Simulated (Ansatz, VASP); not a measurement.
BP, level by level in two programs

```
P B
1.0
     0.00000    2.26900    2.26900
     2.26900    0.00000    2.26900
     2.26900    2.26900    0.00000
P B
1 1
Cartesian
  3.4035 3.4035 3.4035
  0.0000 0.0000 0.0000
```

Single points on this cell with VASP 6.6.1 and Ansatz 0.2.0. Each row is one pair of runs. Alike in all rows: spin: off; VASP's potentials, cutoff: VASP PAW PBE potentials, release 64 (P, B), 520 eV; Ansatz's potentials, cutoff: Ansatz PAW, 420 eV.

```csv
level,k mesh,smearing,"gap on the k mesh at the Fermi level (eV), VASP","gap on the k mesh at the Fermi level (eV), Ansatz","least direct gap on the mesh (eV), VASP","least direct gap on the mesh (eV), Ansatz","pressure (GPa), VASP","pressure (GPa), Ansatz"
BLYP+D3(BJ),10 × 10 × 10,"fermi-dirac, width 0.05 eV",1.54,1.51,3.58,3.55,-3.6,-3.4
PBE,10 × 10 × 10,"gaussian, width 0.013 eV",1.24,1.24,3.40,3.40,0.9,1.1
PBE,10 × 10 × 10,"gaussian, width 0.014 eV",1.24,1.24,3.40,3.40,0.9,1.1
PBE,10 × 10 × 10,"gaussian, width 0.015 eV",1.24,1.24,3.40,3.40,0.9,1.1
PBE,10 × 10 × 10,"gaussian, width 0.016 eV",1.24,1.24,3.40,3.40,0.9,1.1
PBE,10 × 10 × 10,"gaussian, width 0.029 eV",1.24,1.24,3.40,3.40,0.9,1.1
PBE,10 × 10 × 10,"gaussian, width 0.03 eV",1.24,1.24,3.40,3.40,0.9,1.1
PBE,18 × 18 × 18,"fermi-dirac, width 0.05 eV",1.25,1.25,3.40,3.40,0.9,1.1
```

Gap on the k mesh at the fermi level (eV): the two programs differ by at most 0.024; least direct gap on the mesh (eV): the two programs differ by at most 0.03; pressure (GPa): the two programs differ by at most 0.24.
